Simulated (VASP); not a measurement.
A run of VASP 6.6.1:

POSCAR

```
Ta6HN6
1.0
    2.9016586662      0.0000000000      0.0000000000
    0.0000000000      5.8915240703      0.0000000000
    0.0000000000      0.0000000000     25.7010936481
N Ta H
6 6 1
Direct
    0.0000000000      0.2500000000      0.3307252258
    0.0000000000      0.7500000000      0.3959081879
    0.5000000000      0.2500000000      0.4284996689
    0.5000000000      0.7500000000      0.4956117147
    0.0000000000      0.2500000000      0.5297575544
    0.0000000000      0.7500000000      0.5899937574
    0.5000000000      0.0000000000      0.3633167068
    0.5000000000      0.5000000000      0.3633167068
    0.0000000000     -0.0005092238      0.4611505023
    0.0000000000      0.5005092238      0.4611505023
    0.5000000000     -0.0034284194      0.5559891340
    0.5000000000      0.5034284194      0.5559891340
    0.0000000000      0.7500000000      0.6295824498
```

File INCAR.step1:

```
PREC     = Accurate       # precision mode
ENCUT    = 520            # plane-wave cutoff, eV
ISMEAR   = 0              # smearing method
SIGMA    = 0.1            # smearing width, eV
LREAL    = False          # projectors in reciprocal space
LASPH    = True           # aspherical terms in the spheres
NELM     = 60             # most SCF steps
LDIPOL   = True         
IDIPOL   = 3            
DIPOL    = 0.5 0.5 0.474
NBANDS   = 60             # bands
GGA      = PE             # functional
ALGO     = Normal         # electronic algorithm
EDIFF    = 1E-4           # SCF threshold, eV
LWAVE    = True           # write WAVECAR
LCHARG   = False          # write CHGCAR
```

The input INCAR.step2:

```
PREC     = Accurate       # precision mode
ENCUT    = 520            # plane-wave cutoff, eV
EDIFF    = 1E-7           # SCF threshold, eV
ISMEAR   = 0              # smearing method
SIGMA    = 0.1            # smearing width, eV
LREAL    = False          # projectors in reciprocal space
LASPH    = True           # aspherical terms in the spheres
NELM     = 60             # most SCF steps
ALGO     = Normal         # electronic algorithm
ISIF     = 2              # what is computed and relaxed
LWAVE    = False          # write WAVECAR
LCHARG   = False          # write CHGCAR
LDIPOL   = True         
IDIPOL   = 3            
DIPOL    = 0.5 0.5 0.474
METAGGA  = R2SCAN         # meta-GGA
LMIXTAU  = True         
NBANDS   = 60             # bands
ISTART   = 1
```

Contents of KPOINTS:

```
Automatic mesh
0
Gamma
  10 5 1
```

Potentials or basis: VASP PAW PBE potentials, release 64 (N, Ta_pv, H).

The run is started by

```console
$ cat potpaw_PBE.64/N/POTCAR potpaw_PBE.64/Ta_pv/POTCAR potpaw_PBE.64/H/POTCAR > POTCAR
$ cp INCAR.step1 INCAR
$ mpirun -np 1 vasp_std > vasp.out
$ cp INCAR.step2 INCAR
$ mpirun -np 1 vasp_std > vasp.out
```

Hardware: 1 thread of Intel(R) Xeon(R) 6975P-C (Granite Rapids), on a shared host.

**Question.** Estimate the wall time of this run.

**Answer.** Wall time 45 min on 1 thread of Intel(R) Xeon(R) 6975P-C (Granite Rapids), with other jobs on the host, peak memory 0.76 GiB. Counts: k points 18.
